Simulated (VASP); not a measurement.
Here is a VASP 6.6.1 calculation.

The input INCAR:

```
SYSTEM = Pt16CO
PREC = Accurate
ENCUT = 520
EDIFF = 1E-7
ISMEAR = 0
SIGMA = 0.1
LREAL = .False.
LASPH = .True.
NELM = 120
ALGO = Normal
ISIF = 2
LWAVE = .False.
LCHARG = .False.
LDIPOL = .True.
IDIPOL = 3
DIPOL = 0.5 0.5 0.524
GGA = PE
IBRION = 2
NSW = 100
EDIFFG = -0.01
GGA_COMPAT = .False.
NELMIN = 4
NELMDL = -8
KPAR = 4
```

KPOINTS

```
Automatic mesh
0
Gamma
  6 6 1
  0 0 0
```

File POSCAR:

```
Pt16CO
1.0
    5.5493740188      0.0000000000      0.0000000000
    2.7746870094      4.8058988753      0.0000000000
    0.0000000000      0.0000000000     24.7965673689
Pt C O
16 1 1
Selective dynamics
Direct
    0.0000000000      0.0000000000      0.3629534631  F F F
    0.5000000000      0.0000000000      0.3629534631  F F F
    0.0000000000      0.5000000000      0.3629534631  F F F
    0.5000000000      0.5000000000      0.3629534631  F F F
    0.1666666667      0.1666666667      0.4543178210  F F F
    0.6666666667      0.1666666667      0.4543178210  F F F
    0.1666666667      0.6666666667      0.4543178210  F F F
    0.6666666667      0.6666666667      0.4543178210  F F F
   -0.1666666667      0.3333333333      0.5456821790  T T T
    0.3333333333      0.3333333333      0.5456821790  T T T
   -0.1666666667      0.8333333333      0.5456821790  T T T
    0.3333333333      0.8333333333      0.5456821790  T T T
    0.0000000000      0.0000000000      0.6370465369  T T T
    0.5000000000      0.0000000000      0.6370465369  T T T
    0.0000000000      0.5000000000      0.6370465369  T T T
    0.5000000000      0.5000000000      0.6370465369  T T T
    0.3333333333      0.3333333333      0.6914895563  T T T
    0.3333333333      0.3333333333      0.7386735066  T T T
```

Potentials or basis: VASP PAW PBE potentials, release 64 (Pt, C, O).

The run is started by

```console
$ cat potpaw_PBE.64/Pt/POTCAR potpaw_PBE.64/C/POTCAR potpaw_PBE.64/O/POTCAR > POTCAR
$ mpirun -np 4 vasp_std > vasp.out
```

**Question.** Estimate the energy gained by relaxing.

**Answer.** 14.8 meV/atom.

**Question.** Estimate the band gap on the k mesh.

**Answer.** Zero (bands 85 and 86 overlap by 0.76 eV).

Final structure:
```yaml
crystal:
  lattice:
    - [5.54937, 0.00000, 0.00000]
    - [2.77469, 4.80590, 0.00000]
    - [0.00000, 0.00000, 24.79657]
  atoms:
    - { symbol: Pt, position: [0.00000, 0.00000, 0.36295] }
    - { symbol: Pt, position: [0.50000, 0.00000, 0.36295] }
    - { symbol: Pt, position: [0.00000, 0.50000, 0.36295] }
    - { symbol: Pt, position: [0.50000, 0.50000, 0.36295] }
    - { symbol: Pt, position: [0.16667, 0.16667, 0.45432] }
    - { symbol: Pt, position: [0.66667, 0.16667, 0.45432] }
    - { symbol: Pt, position: [0.16667, 0.66667, 0.45432] }
    - { symbol: Pt, position: [0.66667, 0.66667, 0.45432] }
    - { symbol: Pt, position: [0.83209, 0.33583, 0.54791] }
    - { symbol: Pt, position: [0.33333, 0.33333, 0.54763] }
    - { symbol: Pt, position: [0.83209, 0.83209, 0.54791] }
    - { symbol: Pt, position: [0.33583, 0.83209, 0.54791] }
    - { symbol: Pt, position: [0.00000, 0.00000, 0.63884] }
    - { symbol: Pt, position: [0.50153, 0.99694, 0.64563] }
    - { symbol: Pt, position: [0.99694, 0.50153, 0.64563] }
    - { symbol: Pt, position: [0.50153, 0.50153, 0.64563] }
    - { symbol: C, position: [0.33333, 0.33333, 0.70024] }
    - { symbol: O, position: [0.33333, 0.33333, 0.74832] }
```

Caveat: spin-orbit coupling is left out, which moves the levels of the heavy elements.
